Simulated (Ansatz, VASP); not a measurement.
# BaTiO3: VASP beside Ansatz

The input POSCAR:

```
BaTiO3
1.0
    4.0486883309      0.0000000000      0.0000000000
    0.0000000000      4.0486883309      0.0000000000
    0.0000000000      0.0000000000      3.8868714164
Ba Ti O
1 1 3
Direct
    0.0000000000      0.0000000000      0.0000000000
    0.5000000000      0.5000000000      0.5000000000
    0.5000000000      0.5000000000      0.0000000000
    0.5000000000      0.0000000000      0.5000000000
    0.0000000000      0.5000000000      0.5000000000
```

Contents of INCAR.step1:

```
PREC     = Accurate       # precision mode
ENCUT    = 520            # plane-wave cutoff, eV
ISMEAR   = 0              # smearing method
SIGMA    = 0.05           # smearing width, eV
LREAL    = False          # projectors in reciprocal space
LASPH    = True           # aspherical terms in the spheres
NELM     = 100            # most SCF steps
NBANDS   = 28             # bands
GGA      = PE             # functional
ALGO     = Normal         # electronic algorithm
EDIFF    = 1E-4           # SCF threshold, eV
LWAVE    = True           # write WAVECAR
LCHARG   = False          # write CHGCAR
```

The input INCAR.step2:

```
PREC     = Accurate       # precision mode
ENCUT    = 520            # plane-wave cutoff, eV
EDIFF    = 1E-7           # SCF threshold, eV
ISMEAR   = 0              # smearing method
SIGMA    = 0.05           # smearing width, eV
LREAL    = False          # projectors in reciprocal space
LASPH    = True           # aspherical terms in the spheres
NELM     = 100            # most SCF steps
ALGO     = Normal         # electronic algorithm
ISIF     = 2              # what is computed and relaxed
LWAVE    = False          # write WAVECAR
LCHARG   = False          # write CHGCAR
METAGGA  = R2SCAN         # meta-GGA
LMIXTAU  = True         
NBANDS   = 28             # bands
ISTART   = 1
```

KPOINTS

```
Automatic mesh
0
Gamma
  8 8 8
```

Input for Ansatz:

```yaml
crystal:
  lattice:
    - [4.0486883309, 0.0, 0.0]
    - [0.0, 4.0486883309, 0.0]
    - [0.0, 0.0, 3.8868714164]
  atoms:
    - { symbol: Ba, position: [0.0, 0.0, 0.0] }
    - { symbol: Ti, position: [0.5, 0.5, 0.5] }
    - { symbol: O, position: [0.5, 0.5, 0.0] }
    - { symbol: O, position: [0.5, 0.0, 0.5] }
    - { symbol: O, position: [0.0, 0.5, 0.5] }
basis:
  ecutwfc: 500
kpoints:
  mp_grid: { grid: [8, 8, 8] }
hamiltonian:
  xc: r2scan
scf:
  occupations: { method: gaussian, width: 0.05 }
output:
  forces: true
  stress: true
  eigenvalues: true
```

Alike in both runs: task single point; functional r2SCAN; k mesh 8 × 8 × 8; occupations gaussian, width 0.05 eV; no spin polarisation.

|  | VASP | Ansatz |
| --- | --- | --- |
| version | VASP 6.6.1 | Ansatz 0.2.0 |
| potentials or method | VASP PAW PBE potentials, release 64 (Ba_sv, Ti_sv, O), cutoff 520 eV | scalar-relativistic, plane waves, PAW |
| valence electrons in the cell | 40 | 40 |

```csv
,VASP,Ansatz,Ansatz less VASP
gap on the k mesh at the Fermi level (eV),2.06,2.08,+0.023
least direct gap on the mesh (eV),2.22,2.21,-0.014
pressure (GPa),2.4,0.4,-2.01
"traceless stress, the component that is largest in VASP (GPa)",6.01,5.81,-0.202
```

VASP's potentials were made for PBE, not for r2SCAN. With one functional, cell and mesh, what is left measures potentials, basis and numerics.

Spin-orbit coupling is off throughout.
